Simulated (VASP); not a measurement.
# AlN (Imm2) in VASP: further runs

Runs on AlN. Level: LDA. Tasks: single point.

All numbers are computed with VASP 6.6.1; they aren't measurements. Logs are shortened: lines on timing, memory, paths and dates and some standing lists are left out, and cuts for length are marked.

**1. The cell of the first run**

The structure is orthorhombic, space group Imm2 (No. 44). The conventional cell has a = 3.089 Å, b = 3.089 Å, c = 4.368 Å, α = 90.00°, β = 90.00°, γ = 90.00°. Within 2.3 Å of Al (site symmetry mm2) lie 4 N at 1.74 to 2.08 Å. Within 2.3 Å of N (site symmetry mm2) lie 4 Al at 1.74 to 2.08 Å.

**2. Single point, LDA (atom 1 (Al) moved by (-0.300, +0.000) A along x and y)**

Contents of INCAR:

```
SYSTEM = AlN
PREC = Accurate ; ENCUT = 600
EDIFF = 1E-6 ; ISMEAR = 0
SIGMA = 0.05 ; LREAL = .False.
LASPH = .True. ; NELM = 120
ALGO = Normal ; ISIF = 2
LWAVE = .False. ; LCHARG = .False.
NBANDS = 11 ; GGA_COMPAT = .False.
```

Contents of KPOINTS:

```
regular mesh
0
Gamma
  10 10 10
  0 0 0
```

Contents of POSCAR:

```
AlN
1.0
    0.0000000000      2.1839935596      2.1839935596
    2.1839935596      0.0000000000      2.1839935596
    2.1839935596      2.1839935596      0.0000000000
Al N
1 1
Direct
    0.0686815212     -0.0686815212     -0.0686815212
    0.7500000000      0.7500000000      0.7500000000
```

Potentials or basis: VASP PAW LDA potentials, release 64 (Al, N).

The run is started by

```sh
$ cat potpaw_LDA.64/Al/POTCAR potpaw_LDA.64/N/POTCAR > POTCAR
$ mpirun -np 1 vasp_std > vasp.out
```

OUTCAR:

```text
SYSTEM = AlN
   PREC = Accurate
   ENCUT = 600
   EDIFF = 1E-6
   ISMEAR = 0
   LREAL = .False.
   LASPH = .True.
   NELM = 120
   ISIF = 2

 ion  position               nearest neighbor table
   1  0.069  0.931  0.931-   2 1.74   2 1.74   2 2.08   2 2.08
   2  0.750  0.750  0.750-   1 1.74   1 1.74   1 2.08   1 2.08

  LATTYP: Found a face centered cubic cell.
 ALAT       =     4.3679871192

  Lattice vectors:

 A1 = (   0.0000000000,   2.1839935596,   2.1839935596)
 A2 = (   2.1839935596,   0.0000000000,   2.1839935596)
 A3 = (   2.1839935596,   2.1839935596,   0.0000000000)

Analysis of symmetry for initial positions (statically):
=====================================================================
 Subroutine PRICEL returns:
 Original cell was already a primitive cell.

 Routine SETGRP: Setting up the symmetry group for a
 face centered cubic supercell.

 Subroutine GETGRP returns: Found  4 space group operations
 (whereof  4 operations were pure point group operations)
 out of a pool of 48 trial point group operations.

The static configuration has the point symmetry C_2v.

Analysis of symmetry for dynamics (positions and initial velocities):
=====================================================================
 Subroutine PRICEL returns:
 Original cell was already a primitive cell.

 Routine SETGRP: Setting up the symmetry group for a
 face centered cubic supercell.

 Subroutine GETGRP returns: Found  4 space group operations
 (whereof  4 operations were pure point group operations)
 out of a pool of 48 trial point group operations.

The dynamic configuration has the point symmetry C_2v.

 Subroutine INISYM returns: Found  4 space group operations
 (whereof  4 operations are pure point group operations),
 and found     1 'primitive' translations

----------------------------------------------------------------------------------------

                                     Primitive cell

  volume of cell :      20.8345

  direct lattice vectors                    reciprocal lattice vectors
     0.000000000  2.183993560  2.183993560    -0.228938404  0.228938404  0.228938404
     2.183993560  0.000000000  2.183993560     0.228938404 -0.228938404  0.228938404
     2.183993560  2.183993560  0.000000000     0.228938404  0.228938404 -0.228938404

  length of vectors
     3.088633312  3.088633312  3.088633312     0.396532948  0.396532948  0.396532948

  position of ions in fractional coordinates (direct lattice)
     0.068681521  0.931318479  0.931318479
     0.750000000  0.750000000  0.750000000

  ion indices of the primitive-cell ions
   primitive index   ion index
                 1           1
                 2           2

----------------------------------------------------------------------------------------

 KPOINTS: regular mesh

Automatic generation of k-mesh.
 Grid dimensions read from file:
 generate k-points for:   10   10   10

 Generating k-lattice:

  Cartesian coordinates                     Fractional coordinates (reciprocal lattice)
    -0.022893840  0.022893840  0.022893840     0.100000000  0.000000000  0.000000000
     0.022893840 -0.022893840  0.022893840     0.000000000  0.100000000  0.000000000
     0.022893840  0.022893840 -0.022893840     0.000000000  0.000000000  0.100000000

  Length of vectors
     0.039653295  0.039653295  0.039653295

  Shift w.r.t. Gamma in fractional coordinates (k-lattice)
     0.000000000  0.000000000  0.000000000

 Subroutine IBZKPT returns following result:
 ===========================================

 Found    171 irreducible k-points:

 Following reciprocal coordinates:
            Coordinates               Weight
  0.000000  0.000000  0.000000      1.000000
  0.100000  0.000000  0.000000      4.000000
  0.000000  0.100000  0.000000      4.000000
  0.200000  0.000000  0.000000      4.000000
  0.000000  0.200000  0.000000      4.000000
  0.300000  0.000000  0.000000      4.000000
[... 16 lines left out ...]
  0.000000  0.400000  0.100000      4.000000
  0.100000  0.000000  0.400000      8.000000
 [... further k-points ...]
   k-points           NKPTS =    171   k-points in BZ     NKDIM =    171   number of bands    NBANDS=     11
   number of dos      NEDOS =    301   number of ions     NIONS =      2
   total plane-waves  NPLWV =  21952
   dimension x,y,z NGX =    28 NGY =   28 NGZ =   28
   dimension x,y,z NGXF=    56 NGYF=   56 NGZF=   56
   ions per type =               1   1
   NGX,Y,Z   is equivalent  to a cutoff of  15.07, 15.07, 15.07 a.u.
   NGXF,Y,Z  is equivalent  to a cutoff of  30.14, 30.14, 30.14 a.u.
 SYSTEM =  AlN
   PREC   = accura    normal or accurate (medium, high low for compatibility)
   ISTART =      0    job   : 0-new  1-cont  2-samecut
   ICHARG =      2    charge: 1-file 2-atom 10-const
   ISPIN  =      1    spin polarized calculation?
   LNONCOLLINEAR =      F non collinear calculations
   LSORBIT =      F    spin-orbit coupling
   LASPH  =      T    aspherical Exc in radial PAW
   ENCUT  =  600.0 eV  44.10 Ry    6.64 a.u.   6.17  6.17  6.17*2*pi/ulx,y,z
   NELM   =    120;   NELMIN=  2; NELMDL= -5     # of ELM steps
   EDIFF  = 0.1E-05   stopping-criterion for ELM
   LREAL  =      F    real-space projection
   EDIFFG = 0.1E-04   stopping-criterion for IOM
   NSW    =      0    number of steps for IOM
   IBRION =     -1    ionic relax: 0-MD 1-quasi-New 2-CG
   NFREE  =      0    steps in history (QN), initial steepest desc. (CG)
   ISIF   =      2    stress and relaxation
   ISYM   =      2    0-nonsym 1-usesym 2-fastsym
   POTIM  = 0.5000    time-step for ionic-motion
   TEBEG  =    0.0;   TEEND  =   0.0 temperature during run
   PSTRESS=    0.0 pullay stress
   NELECT =       8.0000    total number of electrons
   NUPDOWN=      -1.0000    fix difference up-down
   EMIN   =  10.00;   EMAX   =-10.00  energy-range for DOS
   EFERMI =   0.00;   METHOD = LEGACY
   ISMEAR =     0;   SIGMA  =   0.05  broadening in eV -4-tet -1-fermi 0-gaus
   EFERMI_NEDOS =   21; number of points for ismear=-14 and -15
   IALGO  =     38    algorithm
   IMIX   =      4    mixing-type and parameters
     AMIX     =   0.40;   BMIX     =  1.00
     AMIX_MAG =   1.60;   BMIX_MAG =  1.00
  volume/ion in A,a.u.               =      10.42        70.30
  Fermi-wavevector in a.u.,A,eV,Ry     =   1.189899  2.248583 19.263943  1.415860
  Thomas-Fermi vector in A             =   2.325996
   LORBIT       =      0    0 simple, 1 ext, 2 COOP (PROOUT), +10 PAW based schemes
   GGA     = CA    functional components
   LHFCALC =     F    Hartree Fock is set to
   AEXX    =    0.0000 exact exchange contribution
   IVDW    =     0    specifies the selected vdW correction
   LEPSILON=     F    determine dielectric tensor
   LRPA    =     F    only Hartree local field effects (RPA)
 non-spin polarized calculation
 Gauss-broadening in eV      SIGMA  =   0.05
  energy-cutoff  :      600.00
  volume of cell :       20.83
 maximum number of plane-waves:       725
 NGX is ok and might be reduce to    28
   NGX = 13   NGY = 13   NGZ = 13

 number of electron       8.0000000 magnetization

 Free energy of the ion-electron system (eV)
  ---------------------------------------------------
  ext. energy  EPLUGINS =         0.00000000
  ---------------------------------------------------
  free energy    TOTEN  =       -15.75079991 eV

  energy without entropy =      -15.75079991  energy(sigma->0) =      -15.75079991

 E-fermi :   6.5779     XC(G=0): -11.2545

 val. band max:        6.3468784261   @ k =   0.0000   0.0000   0.0000
 cond. band min:       8.8476330241   @ k =   0.5000   0.5000   0.0000
 fundamental gap:      2.5007545981
 Fermi energy:         6.5778576613

 k-point     1 :       0.0000    0.0000    0.0000
  band No.  band energies     occupation
      1      -9.1441      2.00000
      2       4.8715      2.00000
      3       5.7663      2.00000
      4       6.3469      2.00000
      5       9.7250      0.00000
      6      17.9739      0.00000
      7      18.1217      0.00000
      8      18.1548      0.00000
      9      22.9055      0.00000
     10      23.1223      0.00000
     11      23.4684      0.00000

 k-point     2 :       0.1000    0.0000    0.0000
  band No.  band energies     occupation
      1      -8.9933      2.00000
      2       4.3087      2.00000
      3       5.5792      2.00000
      4       6.2838      2.00000
      5      10.2814      0.00000
      6      17.3218      0.00000
      7      18.1073      0.00000
      8      18.7717      0.00000
      9      21.5116      0.00000
     10      21.9313      0.00000
     11      24.2797      0.00000

 k-point     3 :       0.0000    0.1000    0.0000
  band No.  band energies     occupation
      1      -8.9975      2.00000
      2       4.8258      2.00000
      3       5.1333      2.00000
      4       6.0360      2.00000
      5      10.4601      0.00000
      6      17.3062      0.00000
      7      18.2623      0.00000
      8      18.4103      0.00000
      9      22.1528      0.00000
     10      22.1568      0.00000
     11      23.2700      0.00000

 k-point     4 :       0.2000    0.0000    0.0000
  band No.  band energies     occupation
      1      -8.5628      2.00000
      2       2.9107      2.00000
      3       5.3893      2.00000
      4       6.1274      2.00000
      5      11.2899      0.00000
      6      16.4218      0.00000
      7      17.9639      0.00000
      8      18.8596      0.00000
      9      21.0793      0.00000
     10      21.3902      0.00000
     11      23.1195      0.00000

 k-point     5 :       0.0000    0.2000    0.0000
  band No.  band energies     occupation
      1      -8.5802      2.00000
      2       3.5178      2.00000
      3       4.7113      2.00000
      4       5.8434      2.00000
      5      11.6303      0.00000
      6      16.5214      0.00000
      7      17.9718      0.00000
      8      18.2606      0.00000
      9      21.5837      0.00000
     10      22.2971      0.00000
     11      22.4888      0.00000
[... 211 lines left out ...]
 k-point    21 :       0.2000   -0.1000   -0.1000
  band No.  band energies     occupation
      1      -8.0488      2.00000
      2       1.9461      2.00000
      3       4.9067      2.00000
      4       5.6626      2.00000
      5      12.2387      0.00000
      6      15.5266      0.00000
      7      17.6533      0.00000
      8      18.0264      0.00000
      9      20.7662      0.00000
     10      23.3562      0.00000
     11      24.1943      0.00000

 k-point    22 :       0.4000    0.1000    0.0000
  band No.  band energies     occupation
      1      -7.3923      2.00000
      2       0.5439      2.00000
      3       4.9326      2.00000
      4       5.5282      2.00000
      5      12.5208      0.00000
      6      14.8968      0.00000
      7      16.7486      0.00000
      8      18.1907      0.00000
      9      21.5436      0.00000
     10      24.4281      0.00000
     11      24.9123      0.00000

 k-point    23 :       0.0000    0.4000    0.1000
  band No.  band energies     occupation
      1      -7.4491      2.00000
      2       0.9832      2.00000
      3       4.2863      2.00000
      4       5.2799      2.00000
      5      12.9447      0.00000
      6      14.9750      0.00000
      7      17.0419      0.00000
      8      17.6863      0.00000
      9      22.0662      0.00000
     10      24.3206      0.00000
     11      24.7739      0.00000

 k-point    24 :       0.1000    0.0000    0.4000
  band No.  band energies     occupation
      1      -7.4532      2.00000
      2       1.0293      2.00000
      3       4.2542      2.00000
      4       5.2948      2.00000
      5      12.8856      0.00000
      6      14.9406      0.00000
      7      16.8748      0.00000
      8      17.7507      0.00000
      9      22.3352      0.00000
     10      23.5676      0.00000
     11      25.8926      0.00000

 [... further k-points ...]
[... 5 lines left out ...]
  --------------------------------------------------------------------------------------
  -------------------------------------------------------------------------------------
  Total       -0.4878542      1.7464454      1.7464454      0.0000000      2.9594331      0.0000000
  in kB      -37.5160015    134.3017075    134.3017075      0.0000000    227.5805033      0.0000000
  external PRESSURE =      77.0291378 kB  Pullay stress =       0.0000000 kB

 VOLUME and BASIS-vectors are now :
 -----------------------------------------------------------------------------
  energy-cutoff  :      600.00
  volume of cell :       20.83
      direct lattice vectors                 reciprocal lattice vectors
     0.000000000  2.183993560  2.183993560    -0.228938404  0.228938404  0.228938404
     2.183993560  0.000000000  2.183993560     0.228938404 -0.228938404  0.228938404
     2.183993560  2.183993560  0.000000000     0.228938404  0.228938404 -0.228938404

 POSITION                                       TOTAL-FORCE (eV/Angst)
 -----------------------------------------------------------------------------------
      4.06799      2.18399      2.18399         3.959313     -0.000000     -0.000000
      3.27599      3.27599      3.27599        -3.959313      0.000000      0.000000
 -----------------------------------------------------------------------------------
    total drift:                               -0.000211     -0.000000     -0.000000

  FREE ENERGIE OF THE ION-ELECTRON SYSTEM (eV)
  ---------------------------------------------------
  free  energy   TOTEN  =       -15.7507999107 eV

  energy  without entropy=      -15.7507999107  energy(sigma->0) =      -15.75079991
```

Wall time 56 s (1 thread of AMD EPYC 7R13 (Zen 3), shared host); peak memory 0.14 GiB.

What came out:

- Free energy: -15.7508 eV
- Pressure: 7.7 GPa
- Largest force: 3.959 eV/Å
- Band gap on the k mesh: 2.50 eV (least direct gap 3.38 eV)

Forces on the atoms (eV/Å):
```
Al   3.959  0.000  0.000
N   -3.959  0.000  0.000
```

Levels at points of the mesh, in eV from the valence-band top:
```tsv
k point	band 2	band 3	band 4	band 5	band 6	band 7
(0.00, 0.00, 0.00)	-1.48	-0.58	0.00	3.38	11.63	11.77
(0.50, 0.00, 0.00)	-6.77	-1.24	-0.58	6.23	8.65	10.05
(0.00, 0.50, 0.00)	-6.32	-1.90	-0.83	6.49	9.04	10.20
(0.50, 0.50, 0.00)	-5.67	-2.38	-2.28	2.50	7.26	12.55
(0.00, 0.50, 0.50)	-5.58	-3.05	-2.01	2.66	7.83	12.62
```

Caveat: the cell differs from its parent crystal (atom 1 (Al) moved by (-0.300, +0.000) A along x and y); the cell stands under pressure; forces of over 1 eV/Å act on the atoms, so gaps and moduli don't describe the material at rest. A k mesh can miss the band edges.

**3. Single point, LDA (atom 1 (Al) moved by (-0.150, +0.000) A along x and y)**

INCAR: that of step 2 with these lines changed.

```diff
@@ -7,2 +7,3 @@
 LWAVE = .False. ; LCHARG = .False.
-NBANDS = 11 ; GGA_COMPAT = .False.
+GGA = CA ; NBANDS = 11
+GGA_COMPAT = .False.
```

KPOINTS is that of step 2.

POSCAR: that of step 2 with these lines changed.

```diff
@@ -8,3 +8,3 @@
 Direct
-    0.0686815212     -0.0686815212     -0.0686815212
+    0.0343407606     -0.0343407606     -0.0343407606
     0.7500000000      0.7500000000      0.7500000000
```

Potentials or basis: VASP PAW LDA potentials, release 64 (Al, N).

The run is started by

```sh
$ cat potpaw_LDA.64/Al/POTCAR potpaw_LDA.64/N/POTCAR > POTCAR
$ mpirun -np 1 vasp_std > vasp.out
```

Run time: 60 s. Hardware: 1 thread of AMD EPYC 7R13 (Zen 3), shared host; peak memory 0.14 GiB.

Results (log left out):

```
Free energy            : -16.2124 eV
Pressure               : -0.3 GPa
Largest force          : 2.124 eV/Å
Band gap on the k mesh : 2.84 eV (least direct gap 3.82 eV)
```

Forces on the atoms (eV/Å):
```
Al   2.124  0.000  0.000
N   -2.124  0.000  0.000
```

Stress tensor (GPa, compression positive):
```
-3.19  0.00  0.00
 0.00  1.11 10.40
 0.00 10.40  1.11
```

Levels at points of the mesh, in eV from the valence-band top:
```csv
k point,band 1,band 2,band 3,band 4,band 5,band 6,band 7,band 8
"(0.00, 0.00, 0.00)",-15.19,-0.78,-0.35,0.00,3.82,11.92,12.00,12.03
"(0.50, 0.00, 0.00)",-13.06,-6.39,-0.93,-0.53,6.76,9.24,10.46,10.91
"(0.00, 0.50, 0.00)",-13.10,-6.15,-1.23,-0.72,6.92,9.42,10.44,10.72
"(0.50, 0.50, 0.00)",-12.42,-5.34,-2.14,-2.11,2.84,7.91,13.24,15.18
"(0.00, 0.50, 0.50)",-12.42,-5.31,-2.46,-1.91,2.88,8.06,13.25,15.06
```

Caveat: the cell differs from its parent crystal (atom 1 (Al) moved by (-0.150, +0.000) A along x and y); forces of over 1 eV/Å act on the atoms, so gaps and moduli don't describe the material at rest. A k mesh can miss the band edges.

**4. Single point, LDA**

Contents of INCAR:

```
SYSTEM = AlN
  ALGO = Normal
  EDIFF = 1E-6
  ENCUT = 600
  GGA_COMPAT = .False.
  ISIF = 2
  ISMEAR = 0
  LASPH = .True.
  LCHARG = .False.
  LREAL = .False.
  LWAVE = .False.
  NBANDS = 11
  NELM = 120
  PREC = Accurate
  SIGMA = 0.05
```

Contents of KPOINTS:

```
k-points
0
Gamma
  10 10 10
  0 0 0
```

POSCAR is that of step 3.

The run is started by

```sh
$ cat potpaw_LDA.64/Al/POTCAR potpaw_LDA.64/N/POTCAR > POTCAR
$ mpirun -np 1 vasp_std > vasp.out
```

Wall time 58 s (1 thread of AMD EPYC 7R13 (Zen 3), shared host); peak memory 0.14 GiB.

Results (log left out):

```
Free energy            : -16.2124 eV
Pressure               : -0.3 GPa
Largest force          : 2.124 eV/Å
Band gap on the k mesh : 2.84 eV (least direct gap 3.82 eV)
```

Forces in eV/Å, atoms in the order of the input:
```
Al   2.124  0.000  0.000
N   -2.124  0.000  0.000
```

Stress tensor (GPa, compression positive):
```
-3.19  0.00  0.00
 0.00  1.11 10.40
 0.00 10.40  1.11
```

Levels at points of the mesh, in eV from the valence-band top:
| k point | band 1 | band 2 | band 3 | band 4 | band 5 | band 6 | band 7 | band 8 | band 9 |
| --- | --- | --- | --- | --- | --- | --- | --- | --- | --- |
| (0.00, 0.00, 0.00) | -15.19 | -0.78 | -0.35 | 0.00 | 3.82 | 11.92 | 12.00 | 12.03 | 17.01 |
| (0.50, 0.00, 0.00) | -13.06 | -6.39 | -0.93 | -0.53 | 6.76 | 9.24 | 10.46 | 10.91 | 17.21 |
| (0.00, 0.50, 0.00) | -13.10 | -6.15 | -1.23 | -0.72 | 6.92 | 9.42 | 10.44 | 10.72 | 17.18 |
| (0.50, 0.50, 0.00) | -12.42 | -5.34 | -2.14 | -2.11 | 2.84 | 7.91 | 13.24 | 15.18 | 15.24 |
| (0.00, 0.50, 0.50) | -12.42 | -5.31 | -2.46 | -1.91 | 2.88 | 8.06 | 13.25 | 15.06 | 15.17 |

Caveat: forces of over 1 eV/Å act on the atoms, so gaps and moduli don't describe the material at rest. A k mesh can miss the band edges.
